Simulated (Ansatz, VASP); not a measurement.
GaN in VASP and in Ansatz

```
Ga N
1.0
     0.00000    2.52435    2.52435
     2.52435    0.00000    2.52435
     2.52435    2.52435    0.00000
Ga N
1 1
Cartesian
  0.0000 0.0000 0.0000
  1.2622 1.2622 1.2622
```

Alike in both runs: task single point; functional PBE; k mesh 6 × 6 × 6; occupations gaussian, width 0.1 eV; collinear spin.

```csv
,VASP,Ansatz
version,VASP 6.6.1,Ansatz 0.2.0
potentials or method,"VASP PAW PBE potentials, release 64 (Ga_d, N), cutoff 600 eV","scalar-relativistic, plane waves, PAW"
valence electrons in the cell,18,18
```

Ansatz gave:

* gap on the k mesh at the Fermi level (eV): none
* pressure (GPa): -26.1
* net moment per atom (μB): 0.00

Task: What did VASP give for the same quantities?

Result: gap on the k mesh at the Fermi level (eV): none; pressure (GPa): -26.0; net moment per atom (μB): 0.00.

A gap of «none» marks a metal or a gap that the smearing closes. The functional is the same, so the differences come from potentials, cutoffs and numerics. Ansatz's warnings: seeded moment not kept.
